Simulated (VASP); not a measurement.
Write the native input for VASP 6.6.1 that does the following.

```
Task                   : single point
Functional             : PBEsol
Potentials or basis    : VASP PAW PBE potentials, release 64 (Ti_sv, Co)
Cutoff                 : 520 eV
k mesh                 : 10 × 10 × 10
Occupations            : fermi-dirac, width 0.05 eV
Spin                   : collinear spin, ferromagnetic start
Starting moments       : [0.3, 1.0, 1.0, 1.0] μB
Dipole correction      : no
Further INCAR settings : ALGO = Normal; EDIFF = 1e-07; NBANDS = 32
```

The structure of TiCo3 lies in POSCAR:

```
TiCo3
1.0
    3.5710000000      0.0000000000      0.0000000000
    0.0000000000      3.5710000000      0.0000000000
    0.0000000000      0.0000000000      3.5710000000
Ti Co
1 3
Direct
    0.0000000000      0.0000000000      0.0000000000
    0.0000000000      0.5000000000      0.5000000000
    0.5000000000      0.0000000000      0.5000000000
    0.5000000000      0.5000000000      0.0000000000
```

One way to write it, as run:

INCAR

```
PREC = Accurate ; ENCUT = 520
EDIFF = 1E-7 ; ISMEAR = -1
SIGMA = 0.05 ; LREAL = F
LASPH = T ; NELM = 150
ALGO = Normal ; ISIF = 2
LWAVE = F ; LCHARG = F
ISPIN = 2 ; MAGMOM = 0.3 1 1 1
LORBIT = 11 ; LMAXMIX = 4
GGA = PS ; NBANDS = 32
```

KPOINTS

```
regular mesh
0
Gamma
  10 10 10
```

Potentials or basis: VASP PAW PBE potentials, release 64 (Ti_sv, Co).

Run with:

```console
$ cat potpaw_PBE.64/Ti_sv/POTCAR potpaw_PBE.64/Co/POTCAR > POTCAR
$ mpirun -np 1 vasp_std > vasp.out
```

Results of the run:

The pressure is -8.0 GPa, the net moment is 1.12 μB per cell and the site moments are Ti -0.14; Co +0.43 μB. The valence electrons inside the program's atomic spheres are Ti 10.43; Co 8.36.

Caveat: the PAW data sets were made with another functional, which shifts forces and pressure a little.

Run time: 3.7 min on 1 thread of Intel(R) Xeon(R) Platinum 8375C CPU @ 2.90GHz (Ice Lake), with other jobs on the host, peak memory 0.26 GiB.
